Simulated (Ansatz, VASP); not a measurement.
Given: the input of a run of VASP 6.6.1 on Ir.

INCAR

```
PREC = Accurate
ENCUT = 520
EDIFF = 1E-6
ISMEAR = -1
SIGMA = 0.05
LREAL = False
LASPH = True
NELM = 60
ALGO = Fast
ISIF = 2
LWAVE = False
LCHARG = True
GGA = CA
LELF = True
LVHAR = True
NBANDS = 16
```

The input KPOINTS:

```
regular mesh
0
Gamma
  11 11 6
```

POSCAR

```
Ir
1.0
    2.6952115654      0.0000000000      0.0000000000
   -1.3476057827      2.3341216842      0.0000000000
    0.0000000000      0.0000000000      4.3711972971
Ir
2
Direct
    0.3333333333      0.6666666667      0.2500000000
    0.6666666667      0.3333333333      0.7500000000
```

Potentials or basis: VASP PAW LDA potentials, release 64 (Ir).

Command:

```sh
$ cat potpaw_LDA.64/Ir/POTCAR > POTCAR
$ mpirun -np 1 vasp_std > vasp.out
```

Question: Translate it to Ansatz 0.2.0. Potentials there: all-electron LAPW, scalar-relativistic.

Answer: As run (the cutoff follows the program's own potentials):

input.yaml

```yaml
crystal:
  lattice:
    - [2.6952115654, 0.0, 0.0]
    - [-1.3476057827, 2.3341216842, 0.0]
    - [0.0, 0.0, 4.3711972971]
  atoms:
    - { symbol: Ir, position: [0.3333333333, 0.6666666667, 0.25] }
    - { symbol: Ir, position: [0.6666666667, 0.3333333333, 0.75] }
kpoints:
  mp_grid: { grid: [11, 11, 6] }
scf:
  occupations: { method: fermi_dirac, width: 0.05 }
hamiltonian:
  xc: lda
  pseudopotentials: { kind: all_electron, lapw: { basis_error: 0.001 } }
output:
  forces: true
  stress: true
  eigenvalues: true
```

Potentials or basis: all-electron LAPW, scalar-relativistic.

Command:

```bash
$ ansatz run input.yaml --threads 1 --pin off --max-ram 3072MiB --backend cpu --events-out ev --progress --plain --runs-dir out
```

Both were run:

|  | VASP | Ansatz | Ansatz less VASP |
| --- | --- | --- | --- |
| gap on the k mesh at the Fermi level (eV) | none | none | - |
| pressure (GPa) | 7.4 | 4.7 | -2.69 |

LDA's correlation is that of Perdew and Zunger in VASP and of Perdew and Wang (1992) in Ansatz. A gap of «none» marks a metal or a gap that the smearing closes. Ansatz ran all-electron here, and VASP with PAW potentials.

Neither program's run includes spin-orbit coupling.
